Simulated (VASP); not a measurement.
Mg2CdO3: relaxation of cell and atoms with PBE

Crystal: Mg2CdO3.

```xyz
6
Lattice="3.2507 0.0000 0.0000 -1.6254 2.8152 0.0000 0.0000 0.0000 7.9659" Properties=species:S:1:pos:R:3 pbc="T T T"
Mg    0.0000    1.8768    2.6550
Mg    1.6254    0.9384    5.3108
Cd    0.0000    0.0000    0.0000
O     1.6254    0.9384    1.3279
O     0.0000    1.8768    6.6380
O     0.0000    0.0000    3.9829
```

```json
{
  "Program": "VASP 6.6.1",
  "Task": "relaxation of cell and atoms",
  "Functional": "PBE",
  "Potentials or basis": "VASP PAW PBE potentials, release 64 (Mg_sv, Cd_sv_GW, O)",
  "Cutoff": "840 eV",
  "k mesh": "4 × 4 × 2",
  "Occupations": "gaussian, width 0.15 eV",
  "Spin": "no spin polarisation",
  "Dipole correction": "no",
  "Further INCAR settings": "ALGO = Normal; EDIFF = 1e-07; IBRION = 2; EDIFFG = -0.08; NSW = 36; ISIF = 3"
}
```

```json
{"Relaxed volume": "10.96 Å³/atom", "Relaxed cell": "a = 3.128 Å, b = 3.128 Å, c = 7.759 Å, α = 90.00°, β = 90.00°, γ = 120.00°", "Space group after relaxing (to 0.1 Å)": "P-3m1 (No. 164)", "Energy gained by relaxing": "116.2 meV/atom", "Ionic steps": "7", "Pressure after relaxing": "-0.3 GPa", "Largest force after relaxing": "0.029 eV/Å", "Band gap on the k mesh": "1.95 eV (least direct gap 2.08 eV)"}
```

Forces on the atoms (eV/Å):
```
Mg   0.000  0.000 -0.029
Mg   0.000  0.000  0.029
Cd   0.000  0.000  0.000
O    0.000  0.000  0.007
O    0.000  0.000 -0.007
O    0.000  0.000  0.000
```

Stress tensor (GPa, compression positive):
```
-0.65  0.00  0.00
 0.00 -0.65  0.00
 0.00  0.00  0.39
```

Step by step:
| step | energy change (eV) | largest force (eV/Å) | pressure (GPa) | volume (Å³) |
| --- | --- | --- | --- | --- |
| 1 | 0.0000 | 1.9764 | -8.70 | 72.90 |
| 2 | -0.4892 | 1.2685 | 1.18 | 66.16 |
| 3 | -0.5159 | 0.9728 | 5.29 | 64.19 |
| 4 | -0.6759 | 0.5450 | 1.13 | 65.23 |
| 5 | -0.6800 | 0.4933 | 0.52 | 65.42 |
| 6 | -0.6969 | 0.1226 | -0.44 | 65.82 |
| 7 | -0.6975 | 0.0288 | -0.30 | 65.76 |

Final structure:
```
Mg Cd O
1.0
     3.12831    0.00000    0.00000
    -1.56416    2.70920    0.00000
     0.00000    0.00000    7.75921
Mg Cd O
2 1 3
Direct
  0.33333 0.66667 0.34379
  0.66667 0.33333 0.65621
  0.00000 0.00000 0.00000
  0.66667 0.33333 0.19477
  0.33333 0.66667 0.80523
  0.00000 0.00000 0.50000
```

Levels at points of the mesh, in eV from the valence-band top:
```
           k point  band 25  band 26  band 27  band 28  band 29  band 30  band 31  band 32  band 33  band 34
(0.00, 0.00, 0.00)    -0.44    -0.30    -0.30    -0.14    -0.14     1.95     5.87     6.18    10.21    11.96
(0.50, 0.00, 0.00)    -1.55    -1.19    -0.87    -0.72    -0.43     5.79     5.90     8.50     9.89    10.68
(0.00, 0.00, 0.50)    -0.66    -0.61    -0.61     0.00     0.00     2.97     4.75     6.61    10.45    12.84
(0.50, 0.00, 0.50)    -1.46    -1.37    -1.19    -0.28    -0.11     5.50     5.97     8.70     9.94    10.47
```

Wall time 7.2 min on 1 thread of Intel(R) Xeon(R) Platinum 8259CL CPU @ 2.50GHz (Skylake/Cascade Lake) (shared host), peak memory 0.3 GiB.

Caveat: the k points lie up to 0.58 Å⁻¹ apart in the final cell. A k mesh can miss the band edges.
